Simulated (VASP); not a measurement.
Input of a VASP 6.6.1 run:

Contents of INCAR:

```
SYSTEM = Te2Pt
PREC = Accurate ; ENCUT = 500
EDIFF = 1E-6 ; ISMEAR = 0
SIGMA = 0.15 ; LREAL = .False.
LASPH = .True. ; NELM = 200
ALGO = Normal ; ISIF = 2
LWAVE = .False. ; LCHARG = .True.
ISPIN = 2 ; MAGMOM = 0 0 0.125
LORBIT = 11 ; NUPDOWN = 0.125
LMAXMIX = 4 ; GGA = PE
LELF = .True. ; LVHAR = .True.
NBANDS = 22 ; GGA_COMPAT = .False.
```

File KPOINTS:

```
Automatic mesh
0
Gamma
  12 12 8
  0 0 0
```

Contents of POSCAR:

```
Te2Pt
1.0
    4.0885922681      0.0000000000      0.0000000000
   -2.0442961340      3.5408247699      0.0000000000
    0.0000000000      0.0000000000      5.3884626196
Te Pt
2 1
Direct
    0.3333333333      0.6666666667      0.2528728645
    0.6666666667      0.3333333333      0.7471271355
    0.0000000000      0.0000000000      0.0000000000
```

Potentials or basis: VASP PAW PBE potentials, release 64 (Te, Pt).

Launch:

```console
$ cat potpaw_PBE.64/Te/POTCAR potpaw_PBE.64/Pt/POTCAR > POTCAR
$ mpirun -np 1 vasp_std > vasp.out
```

Question: Predict the pressure.

Answer: -0.2 GPa.

Forces on the atoms (eV/Å):
```
Te   0.000  0.000  0.003
Te   0.000  0.000 -0.003
Pt   0.000  0.000  0.000
```

Caveat: the total moment is fixed, so each spin has its own Fermi level and the state may be an excited one.
